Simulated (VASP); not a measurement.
# GaSb (zincblende type) (F-43m) in VASP: notebook

Runs on GaSb (zincblende type). Level: PBEsol. Tasks: single point.

Everything below comes from runs of VASP 6.6.1. Logs are shortened: lines on timing, memory, paths and dates and some standing lists are left out, and cuts for length are marked.

**1. The cell of the first run**

It takes space group F-43m (No. 216, cubic). The conventional cell has a = 5.007 Å, b = 5.007 Å, c = 5.007 Å, α = 90.00°, β = 90.00°, γ = 90.00°. Within 2.9 Å of Ga (site symmetry -43m) lie 4 Sb at 2.17 Å. Sb (site symmetry -43m) has 4 Ga at 2.17 Å within 2.9 Å.

**2. Single point, PBEsol (15.69 Å³/atom)**

Contents of INCAR:

```
ALGO     = Normal         # electronic algorithm
EDIFF    = 1E-7           # SCF threshold, eV
ENCUT    = 520            # plane-wave cutoff, eV
GGA      = PS             # functional
ISIF     = 2              # what is computed and relaxed
ISMEAR   = -1             # smearing method
LASPH    = T              # aspherical terms in the spheres
LCHARG   = F              # write CHGCAR
LREAL    = F              # projectors in reciprocal space
LWAVE    = F              # write WAVECAR
NBANDS   = 16             # bands
NELM     = 100            # most SCF steps
PREC     = Accurate       # precision mode
SIGMA    = 0.05           # smearing width, eV
```

Contents of KPOINTS:

```
k-points
0
Gamma
  11 11 11
```

Contents of POSCAR:

```
GaSb
1.0
    0.0000000000      2.5035561580      2.5035561580
    2.5035561580      0.0000000000      2.5035561580
    2.5035561580      2.5035561580      0.0000000000
Ga Sb
1 1
Direct
    0.0000000000      0.0000000000      0.0000000000
    0.2500000000      0.2500000000      0.2500000000
```

Potentials or basis: VASP PAW PBE potentials, release 64 (Ga_d, Sb).

The run is started by

```
cat potpaw_PBE.64/Ga_d/POTCAR potpaw_PBE.64/Sb/POTCAR > POTCAR
mpirun -np 1 vasp_std > vasp.out
```

OUTCAR:

```text
EDIFF = 1E-7
   ENCUT = 520
   GGA = PS
   ISIF = 2
   ISMEAR = -1
   LASPH = T
   LREAL = F
   NELM = 100
   PREC = Accurate

 ion  position               nearest neighbor table
   1  0.000  0.000  0.000-   2 2.17   2 2.17   2 2.17   2 2.17
   2  0.250  0.250  0.250-   1 2.17   1 2.17   1 2.17   1 2.17

  LATTYP: Found a face centered cubic cell.
 ALAT       =     5.0071123160

  Lattice vectors:

 A1 = (   0.0000000000,   2.5035561580,   2.5035561580)
 A2 = (   2.5035561580,   0.0000000000,   2.5035561580)
 A3 = (   2.5035561580,   2.5035561580,   0.0000000000)

Analysis of symmetry for initial positions (statically):
=====================================================================
 Subroutine PRICEL returns:
 Original cell was already a primitive cell.

 Routine SETGRP: Setting up the symmetry group for a
 face centered cubic supercell.

 Subroutine GETGRP returns: Found 24 space group operations
 (whereof 24 operations were pure point group operations)
 out of a pool of 48 trial point group operations.

The static configuration has the point symmetry T_d .

Analysis of symmetry for dynamics (positions and initial velocities):
=====================================================================
 Subroutine PRICEL returns:
 Original cell was already a primitive cell.

 Routine SETGRP: Setting up the symmetry group for a
 face centered cubic supercell.

 Subroutine GETGRP returns: Found 24 space group operations
 (whereof 24 operations were pure point group operations)
 out of a pool of 48 trial point group operations.

The dynamic configuration has the point symmetry T_d .

 Subroutine INISYM returns: Found 24 space group operations
 (whereof 24 operations are pure point group operations),
 and found     1 'primitive' translations

----------------------------------------------------------------------------------------

                                     Primitive cell

  volume of cell :      31.3835

  direct lattice vectors                    reciprocal lattice vectors
     0.000000000  2.503556158  2.503556158    -0.199715911  0.199715911  0.199715911
     2.503556158  0.000000000  2.503556158     0.199715911 -0.199715911  0.199715911
     2.503556158  2.503556158  0.000000000     0.199715911  0.199715911 -0.199715911

  length of vectors
     3.540563073  3.540563073  3.540563073     0.345918106  0.345918106  0.345918106

  position of ions in fractional coordinates (direct lattice)
     0.000000000  0.000000000  0.000000000
     0.250000000  0.250000000  0.250000000

  ion indices of the primitive-cell ions
   primitive index   ion index
                 1           1
                 2           2

----------------------------------------------------------------------------------------

 KPOINTS: k-points

Automatic generation of k-mesh.
 Grid dimensions read from file:
 generate k-points for:   11   11   11

 Generating k-lattice:

  Cartesian coordinates                     Fractional coordinates (reciprocal lattice)
    -0.018155992  0.018155992  0.018155992     0.090909091  0.000000000  0.000000000
     0.018155992 -0.018155992  0.018155992     0.000000000  0.090909091  0.000000000
     0.018155992  0.018155992 -0.018155992     0.000000000  0.000000000  0.090909091

  Length of vectors
     0.031447101  0.031447101  0.031447101

  Shift w.r.t. Gamma in fractional coordinates (k-lattice)
     0.000000000  0.000000000  0.000000000

 Subroutine IBZKPT returns following result:
 ===========================================

 Found     56 irreducible k-points:

 Following reciprocal coordinates:
            Coordinates               Weight
  0.000000  0.000000  0.000000      1.000000
  0.090909  0.000000  0.000000      8.000000
  0.181818  0.000000  0.000000      8.000000
  0.272727  0.000000  0.000000      8.000000
  0.363636  0.000000  0.000000      8.000000
  0.454545  0.000000  0.000000      8.000000
[... 16 lines left out ...]
 -0.272727  0.181818  0.000000     24.000000
 -0.181818  0.181818  0.000000     12.000000
 [... further k-points ...]
   k-points           NKPTS =     56   k-points in BZ     NKDIM =     56   number of bands    NBANDS=     16
   number of dos      NEDOS =    301   number of ions     NIONS =      2
   total plane-waves  NPLWV =  21952
   dimension x,y,z NGX =    28 NGY =   28 NGZ =   28
   dimension x,y,z NGXF=    56 NGYF=   56 NGZF=   56
   ions per type =               1   1
   NGX,Y,Z   is equivalent  to a cutoff of  13.15, 13.15, 13.15 a.u.
   NGXF,Y,Z  is equivalent  to a cutoff of  26.29, 26.29, 26.29 a.u.
 SYSTEM =  unknown system
   PREC   = accura    normal or accurate (medium, high low for compatibility)
   ISTART =      0    job   : 0-new  1-cont  2-samecut
   ICHARG =      2    charge: 1-file 2-atom 10-const
   ISPIN  =      1    spin polarized calculation?
   LNONCOLLINEAR =      F non collinear calculations
   LSORBIT =      F    spin-orbit coupling
   LASPH  =      T    aspherical Exc in radial PAW
   ENCUT  =  520.0 eV  38.22 Ry    6.18 a.u.   6.58  6.58  6.58*2*pi/ulx,y,z
   NELM   =    100;   NELMIN=  2; NELMDL= -5     # of ELM steps
   EDIFF  = 0.1E-06   stopping-criterion for ELM
   LREAL  =      F    real-space projection
   EDIFFG = 0.1E-05   stopping-criterion for IOM
   NSW    =      0    number of steps for IOM
   IBRION =     -1    ionic relax: 0-MD 1-quasi-New 2-CG
   NFREE  =      0    steps in history (QN), initial steepest desc. (CG)
   ISIF   =      2    stress and relaxation
   ISYM   =      2    0-nonsym 1-usesym 2-fastsym
   POTIM  = 0.5000    time-step for ionic-motion
   TEBEG  =    0.0;   TEEND  =   0.0 temperature during run
   PSTRESS=    0.0 pullay stress
   NELECT =      18.0000    total number of electrons
   NUPDOWN=      -1.0000    fix difference up-down
   EMIN   =  10.00;   EMAX   =-10.00  energy-range for DOS
   EFERMI =   0.00;   METHOD = LEGACY
   ISMEAR =    -1;   SIGMA  =   0.05  broadening in eV -4-tet -1-fermi 0-gaus
   EFERMI_NEDOS =   21; number of points for ismear=-14 and -15
   IALGO  =     38    algorithm
   IMIX   =      4    mixing-type and parameters
     AMIX     =   0.40;   BMIX     =  1.00
     AMIX_MAG =   1.60;   BMIX_MAG =  1.00
  volume/ion in A,a.u.               =      15.69       105.89
  Fermi-wavevector in a.u.,A,eV,Ry     =   1.360186  2.570379 25.172223  1.850106
  Thomas-Fermi vector in A             =   2.486870
   LORBIT       =      0    0 simple, 1 ext, 2 COOP (PROOUT), +10 PAW based schemes
   GGA     = PS    functional components
   LHFCALC =     F    Hartree Fock is set to
   AEXX    =    0.0000 exact exchange contribution
   IVDW    =     0    specifies the selected vdW correction
   LEPSILON=     F    determine dielectric tensor
   LRPA    =     F    only Hartree local field effects (RPA)
 non-spin polarized calculation
  energy-cutoff  :      520.00
  volume of cell :       31.38
 maximum number of plane-waves:       875
   NGX = 13   NGY = 13   NGZ = 13

 number of electron      18.0000001 magnetization

 Free energy of the ion-electron system (eV)
  ---------------------------------------------------
  ext. energy  EPLUGINS =         0.00000000
  ---------------------------------------------------
  free energy    TOTEN  =        -2.48481502 eV

  energy without entropy =       -2.48236423  energy(sigma->0) =       -2.48358962

 E-fermi :  12.9647     XC(G=0): -12.1685

 val. band max:       12.9021232528   @ k =  -0.4545   0.4545   0.0000
 cond. band min:      13.0192239914   @ k =   0.4545   0.3636   0.0000
 fundamental gap:      0.1171007386
 Fermi energy:        12.9646898661

 k-point     1 :       0.0000    0.0000    0.0000
  band No.  band energies     occupation
      1      -4.4965      2.00000
      2      -4.4965      2.00000
      3      -4.4965      2.00000
      4      -4.2558      2.00000
      5      -4.2558      2.00000
      6      -4.2153      2.00000
[... 8 lines left out ...]
     15      22.4927      0.00000
     16      22.4927      0.00000

 k-point     2 :       0.0909    0.0000    0.0000
  band No.  band energies     occupation
      1      -4.5572      2.00000
      2      -4.4902      2.00000
      3      -4.4902      2.00000
      4      -4.2578      2.00000
      5      -4.2578      2.00000
      6      -4.0076      2.00000
[... 8 lines left out ...]
     15      21.4211      0.00000
     16      21.4211      0.00000

 k-point     3 :       0.1818    0.0000    0.0000
  band No.  band energies     occupation
      1      -4.6295      2.00000
      2      -4.4741      2.00000
      3      -4.4741      2.00000
      4      -4.2621      2.00000
      5      -4.2621      2.00000
      6      -3.4931      2.00000
[... 8 lines left out ...]
     15      20.7774      0.00000
     16      20.9669      0.00000

 k-point     4 :       0.2727    0.0000    0.0000
  band No.  band energies     occupation
      1      -4.6862      2.00000
      2      -4.4556      2.00000
      3      -4.4556      2.00000
      4      -4.2651      2.00000
      5      -4.2651      2.00000
      6      -2.7010      2.00000
[... 8 lines left out ...]
     15      21.2797      0.00000
     16      22.2957      0.00000

 k-point     5 :       0.3636    0.0000    0.0000
  band No.  band energies     occupation
      1      -4.7282      2.00000
      2      -4.4420      2.00000
      3      -4.4420      2.00000
      4      -4.2642      2.00000
      5      -4.2642      2.00000
      6      -1.6583      2.00000
[... 8 lines left out ...]
     15      22.6974      0.00000
     16      24.1645      0.00000

 k-point     6 :       0.4545    0.0000    0.0000
  band No.  band energies     occupation
      1      -4.7511      2.00000
      2      -4.4358      2.00000
      3      -4.4358      2.00000
      4      -4.2617      2.00000
      5      -4.2617      2.00000
      6      -0.5712      2.00000
[... 8 lines left out ...]
     15      24.4326      0.00000
     16      25.9354      0.00000
[... 267 lines left out ...]
 k-point    21 :      -0.4545    0.1818    0.0000
  band No.  band energies     occupation
      1      -4.7441      2.00000
      2      -4.4278      2.00000
      3      -4.4051      2.00000
      4      -4.2852      2.00000
      5      -4.2653      2.00000
      6       0.1205      2.00000
[... 8 lines left out ...]
     15      24.1009      0.00000
     16      25.0375      0.00000

 k-point    22 :      -0.3636    0.1818    0.0000
  band No.  band energies     occupation
      1      -4.7369      2.00000
      2      -4.4283      2.00000
      3      -4.4133      2.00000
      4      -4.2777      2.00000
      5      -4.2724      2.00000
      6      -0.4098      2.00000
[... 8 lines left out ...]
     15      23.0287      0.00000
     16      24.0065      0.00000

 k-point    23 :      -0.2727    0.1818    0.0000
  band No.  band energies     occupation
      1      -4.7163      2.00000
      2      -4.4313      2.00000
      3      -4.4288      2.00000
      4      -4.2769      2.00000
      5      -4.2751      2.00000
      6      -1.5071      2.00000
[... 8 lines left out ...]
     15      23.2561      0.00000
     16      25.9649      0.00000

 k-point    24 :      -0.1818    0.1818    0.0000
  band No.  band energies     occupation
      1      -4.6878      2.00000
      2      -4.4489      2.00000
      3      -4.4409      2.00000
      4      -4.2752      2.00000
      5      -4.2721      2.00000
      6      -2.4477      2.00000
[... 8 lines left out ...]
     15      23.2764      0.00000
     16      25.1852      0.00000

 [... further k-points ...]
[... 5 lines left out ...]
  --------------------------------------------------------------------------------------
  -------------------------------------------------------------------------------------
  Total       23.7427681     23.7427681     23.7427681      0.0000000      0.0000000     -0.0000000
  in kB     1212.1041103   1212.1041103   1212.1041103      0.0000000      0.0000000     -0.0000000
  external PRESSURE =    1212.1041103 kB  Pullay stress =       0.0000000 kB

 VOLUME and BASIS-vectors are now :
 -----------------------------------------------------------------------------
  energy-cutoff  :      520.00
  volume of cell :       31.38
      direct lattice vectors                 reciprocal lattice vectors
     0.000000000  2.503556158  2.503556158    -0.199715911  0.199715911  0.199715911
     2.503556158  0.000000000  2.503556158     0.199715911 -0.199715911  0.199715911
     2.503556158  2.503556158  0.000000000     0.199715911  0.199715911 -0.199715911

 POSITION                                       TOTAL-FORCE (eV/Angst)
 -----------------------------------------------------------------------------------
      0.00000      0.00000      0.00000         0.000000      0.000000      0.000000
      1.25178      1.25178      1.25178        -0.000000     -0.000000     -0.000000
 -----------------------------------------------------------------------------------
    total drift:                               -0.000000     -0.000000     -0.000001

  FREE ENERGIE OF THE ION-ELECTRON SYSTEM (eV)
  ---------------------------------------------------
  free  energy   TOTEN  =        -2.4848150225 eV

  energy  without entropy=       -2.4823642255  energy(sigma->0) =       -2.48358962
```

Wall time 59 s (1 thread of AMD EPYC 7R13, shared host); peak memory 0.15 GiB.

What came out:

```yaml
Free_energy: -2.4848 eV
Pressure: 121.2 GPa
Band_gap_on_the_k_mesh: zero (bands 9 and 10 overlap by 0.82 eV)
```

Levels at points of the mesh, in eV from the Fermi level:
```
           k point  band 7  band 8  band 9  band 10  band 11  band 12
(0.00, 0.00, 0.00)    0.56    0.56    0.56     2.62     2.62     2.62
```

Caveat: the cell stands under pressure; the PAW data sets were made with another functional, which shifts forces and pressure a little; spin-orbit coupling is left out, which moves the levels of the heavy elements.

**3. Single point, PBEsol (15.69 Å³/atom)**

Contents of INCAR:

```
SYSTEM = GaSb
PREC = Accurate ; ENCUT = 520
EDIFF = 1E-6 ; ISMEAR = -1
SIGMA = 0.05 ; LREAL = .FALSE.
LASPH = .TRUE. ; NELM = 80
ALGO = Normal ; ISIF = 2
LWAVE = .FALSE. ; LCHARG = .FALSE.
GGA = PS ; NBANDS = 16
```

Contents of KPOINTS:

```
Automatic mesh
0
G
  11 11 11
  0 0 0
```

POSCAR is that of step 2.

Potentials or basis: VASP PAW PBE potentials, release 64 (Ga_d, Sb).

The run is started by

```
cat potpaw_PBE.64/Ga_d/POTCAR potpaw_PBE.64/Sb/POTCAR > POTCAR
mpirun -np 1 vasp_std > vasp.out
```

It took 64 s on 1 thread of AMD EPYC 7R13, shared host; peak memory 0.15 GiB.

It converged, with:

```
Free energy            : -2.4848 eV
Pressure               : 121.2 GPa
Band gap on the k mesh : zero (bands 9 and 10 overlap by 0.82 eV)
```

Levels at points of the mesh, in eV from the Fermi level:
```
           k point  band 7  band 8  band 9  band 10  band 11  band 12
(0.00, 0.00, 0.00)    0.56    0.56    0.56     2.62     2.62     2.62
```

Caveat: the cell stands under pressure; the PAW data sets were made with another functional, which shifts forces and pressure a little; spin-orbit coupling is left out, which moves the levels of the heavy elements.

**4. Single point, PBEsol (18.26 Å³/atom)**

This run uses another cell than the first one, of 18.26 Å³/atom.

Contents of INCAR:

```
SYSTEM = GaSb
PREC = Accurate
ENCUT = 520
EDIFF = 1E-6
ISMEAR = -1
SIGMA = 0.05
LREAL = .FALSE.
LASPH = .TRUE.
NELM = 80
ALGO = Normal
ISIF = 2
LWAVE = .FALSE.
LCHARG = .TRUE.
GGA = PS
LELF = .TRUE.
LVHAR = .TRUE.
NBANDS = 16
```

Contents of KPOINTS:

```
regular mesh
0
G
  11 11 11
  0 0 0
```

Contents of POSCAR:

```
GaSb
1.0
    0.0000000000      2.6332763123      2.6332763123
    2.6332763123      0.0000000000      2.6332763123
    2.6332763123      2.6332763123      0.0000000000
Ga Sb
1 1
Direct
    0.0000000000      0.0000000000      0.0000000000
    0.2500000000      0.2500000000      0.2500000000
```

The run is started by

```
cat potpaw_PBE.64/Ga_d/POTCAR potpaw_PBE.64/Sb/POTCAR > POTCAR
mpirun -np 1 vasp_std > vasp.out
```

It took 70 s on 1 thread of AMD EPYC 7R13, shared host; peak memory 0.15 GiB.

The run converged. Its results:

| Property | Result |
| --- | --- |
| Free energy | -5.3767 eV |
| Pressure | 65.0 GPa |
| Band gap on the k mesh | zero (bands 9 and 10 overlap by 0.24 eV) |

Levels at points of the mesh, in eV from the Fermi level:
| k point | band 6 | band 7 | band 8 | band 9 | band 10 | band 11 | band 12 | band 13 |
| --- | --- | --- | --- | --- | --- | --- | --- | --- |
| (0.00, 0.00, 0.00) | -15.51 | 0.22 | 0.22 | 0.22 | 2.57 | 2.57 | 2.57 | 3.75 |

Caveat: the cell stands under pressure; semilocal functionals underestimate gaps, so a narrow gap can read as zero; the PAW data sets were made with another functional, which shifts forces and pressure a little; spin-orbit coupling is left out, which moves the levels of the heavy elements.

**5. Single point, PBEsol (20.54 Å³/atom)**

This run uses another cell than the first one, of 20.54 Å³/atom.

Contents of INCAR:

```
SYSTEM = GaSb
  PREC = Accurate
  ENCUT = 520
  EDIFF = 1E-6
  ISMEAR = -1
  SIGMA = 0.05
  LREAL = .FALSE.
  LASPH = .TRUE.
  NELM = 100
  ALGO = Normal
  ISIF = 2
  LWAVE = .FALSE.
  LCHARG = .FALSE.
  GGA = PS
  NBANDS = 16
```

Contents of KPOINTS:

```
Automatic mesh
0
G
  11 11 11
  0 0 0
```

Contents of POSCAR:

```
GaSb
1.0
    0.0000000000      2.7387177295      2.7387177295
    2.7387177295      0.0000000000      2.7387177295
    2.7387177295      2.7387177295      0.0000000000
Ga Sb
1 1
Direct
    0.0000000000      0.0000000000      0.0000000000
    0.2500000000      0.2500000000      0.2500000000
```

The run is started by

```
cat potpaw_PBE.64/Ga_d/POTCAR potpaw_PBE.64/Sb/POTCAR > POTCAR
mpirun -np 1 vasp_std > vasp.out
```

Run time: 78 s. Hardware: 1 thread of AMD EPYC 7R13, shared host; peak memory 0.16 GiB.

The run converged. Its results:

| Property | Result |
| --- | --- |
| Free energy | -6.7946 eV |
| Pressure | 36.8 GPa |
| Band gap on the k mesh | 0.13 eV (least direct gap 2.52 eV) |

Levels at points of the mesh, in eV from the valence-band top:
| k point | band 5 | band 6 | band 7 | band 8 | band 9 | band 10 | band 11 | band 12 | band 13 | band 14 |
| --- | --- | --- | --- | --- | --- | --- | --- | --- | --- | --- |
| (0.00, 0.00, 0.00) | -15.99 | -14.39 | 0.00 | 0.00 | 0.00 | 2.52 | 2.52 | 2.52 | 2.59 | 5.80 |

Caveat: the cell stands under pressure; the PAW data sets were made with another functional, which shifts forces and pressure a little; spin-orbit coupling is left out, which moves the levels of the heavy elements; an odd mesh through Γ misses points on the zone boundary, where band edges can lie.

**6. Overview**

| cell | gap on the mesh (eV) | pressure (GPa) |
| --- | --- | --- |
| a = 3.541 Å, angles 60.0°, 2 atoms | none | 121.2 |
| a = 3.724 Å, angles 60.0°, 2 atoms | none | 65.0 |
| a = 3.873 Å, angles 60.0°, 2 atoms | 0.13 | 36.8 |

Alike in all rows: task single point; level PBEsol; potentials or basis VASP PAW PBE potentials, release 64 (Ga_d, Sb); no spin polarisation; k mesh 11 × 11 × 11; cutoff (eV) 520; smearing fermi-dirac 0.05 eV.

Caveats: the cell stands under pressure; the PAW data sets were made with another functional, which shifts forces and pressure a little; spin-orbit coupling is left out, which moves the levels of the heavy elements; semilocal functionals underestimate gaps, so a narrow gap can read as zero (at least some runs); an odd mesh through Γ misses points on the zone boundary, where band edges can lie (at least some runs).

Total energies depend on the potentials used, so only differences within one code and one set of settings carry meaning.
